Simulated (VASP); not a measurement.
Set up this calculation in VASP 6.6.1, as the native input.

| Item | Value |
| --- | --- |
| Task | single point |
| Functional | r2SCAN |
| Potentials or basis | VASP PAW PBE potentials, release 64 (Pt, S) |
| Cutoff | 520 eV |
| k mesh | 9 × 9 × 5 |
| Occupations | fermi-dirac, width 0.05 eV |
| Spin | no spin polarisation |
| Dipole correction | no |
| Further INCAR settings | ALGO = Normal; EDIFF = 1e-06; NBANDS = 18 |

The system is PtS2.

```
Pt S
1.0
     3.49531    0.00000    0.00000
    -1.74766    3.02703    0.00000
     0.00000    0.00000    4.97070
Pt S
1 2
Cartesian
  0.0000 0.0000 0.0000
  1.7477 1.0090 3.8424
  0.0000 2.0180 1.1283
```

One way to write it, as run:

POSCAR

```
PtS2
1.0
    3.4953130487      0.0000000000      0.0000000000
   -1.7476565244      3.0270298944      0.0000000000
    0.0000000000      0.0000000000      4.9706997601
Pt S
1 2
Direct
    0.0000000000      0.0000000000      0.0000000000
    0.6666666667      0.3333333333      0.7730000000
    0.3333333333      0.6666666667      0.2270000000
```

INCAR.step1

```
SYSTEM = PtS2
PREC = Accurate ; ENCUT = 520
ISMEAR = -1 ; SIGMA = 0.05
LREAL = .False. ; LASPH = .True.
NELM = 60 ; NBANDS = 18
GGA = PE ; ALGO = Normal
EDIFF = 1E-4 ; LWAVE = .True.
LCHARG = .False.
```

INCAR.step2

```
SYSTEM = PtS2
PREC = Accurate ; ENCUT = 520
EDIFF = 1E-6 ; ISMEAR = -1
SIGMA = 0.05 ; LREAL = .False.
LASPH = .True. ; NELM = 60
ALGO = Normal ; ISIF = 2
LWAVE = .False. ; LCHARG = .True.
METAGGA = R2SCAN ; LMIXTAU = .True.
LELF = .True. ; LVHAR = .True.
NBANDS = 18 ; ISTART = 1
```

KPOINTS

```
regular mesh
0
Gamma
  9 9 5
  0 0 0
```

Potentials or basis: VASP PAW PBE potentials, release 64 (Pt, S).

Command:

```sh
$ cat potpaw_PBE.64/Pt/POTCAR potpaw_PBE.64/S/POTCAR > POTCAR
$ cp INCAR.step1 INCAR
$ mpirun -np 1 vasp_std > vasp.out
$ cp INCAR.step2 INCAR
$ mpirun -np 1 vasp_std > vasp.out
```

It gave:

```
Pressure               : 17.2 GPa
Largest force          : 1.892 eV/Å
Band gap on the k mesh : 1.24 eV (least direct gap 1.30 eV)
```

Caveat: the cell stands under pressure; the PAW data sets were made with another functional, which shifts forces and pressure a little; spin-orbit coupling is left out, which moves the levels of the heavy elements; an odd mesh through Γ misses points on the zone boundary, where band edges can lie.

Wall time 4.2 min on 1 thread of Intel(R) Xeon(R) Platinum 8488C (Sapphire Rapids), with other jobs on the host, peak memory 0.21 GiB.
